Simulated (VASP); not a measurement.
Input of a VASP 6.6.1 run:

POSCAR

```
K
1.0
   -2.6125000000      2.6125000000      2.6125000000
    2.6125000000     -2.6125000000      2.6125000000
    2.6125000000      2.6125000000     -2.6125000000
K
1
Direct
    0.0000000000      0.0000000000      0.0000000000
```

The input INCAR.step1:

```
SYSTEM = K
PREC = Accurate ; ENCUT = 600
ISMEAR = 0 ; SIGMA = 0.1
LREAL = .FALSE. ; LASPH = .TRUE.
NELM = 100 ; GGA = PE
ALGO = Normal ; EDIFF = 1E-4
LWAVE = .TRUE. ; LCHARG = .FALSE.
```

INCAR.step2

```
SYSTEM = K
PREC = Accurate ; ENCUT = 600
EDIFF = 1E-6 ; ISMEAR = 0
SIGMA = 0.1 ; LREAL = .FALSE.
LASPH = .TRUE. ; NELM = 100
ALGO = Normal ; ISIF = 3
LWAVE = .FALSE. ; LCHARG = .FALSE.
METAGGA = R2SCAN ; LMIXTAU = .TRUE.
IBRION = 2 ; NSW = 100
EDIFFG = -0.005 ; ISTART = 1
```

Contents of KPOINTS:

```
Automatic mesh
0
G
  12 12 12
  0 0 0
```

Potentials or basis: VASP PAW PBE potentials, release 64 (K_sv).

The run is started by

```sh
$ cat potpaw_PBE.64/K_sv/POTCAR > POTCAR
$ cp INCAR.step1 INCAR
$ mpirun -np 1 vasp_std > vasp.out
$ cp INCAR.step2 INCAR
$ mpirun -np 1 vasp_std > vasp.out
```

(1) What does it give for the space group after relaxing (to 0.05 Å)?

(2) Predict the relaxed cell.

(3) Predict the relaxed volume.

## Answers

(1) Im-3m (No. 229).

(2) a = 4.630 Å, b = 4.630 Å, c = 4.630 Å, α = 109.47°, β = 109.47°, γ = 109.47°.

(3) 76.39 Å³/atom.

Caveat: the PAW data sets were made with another functional, which shifts forces and pressure a little.
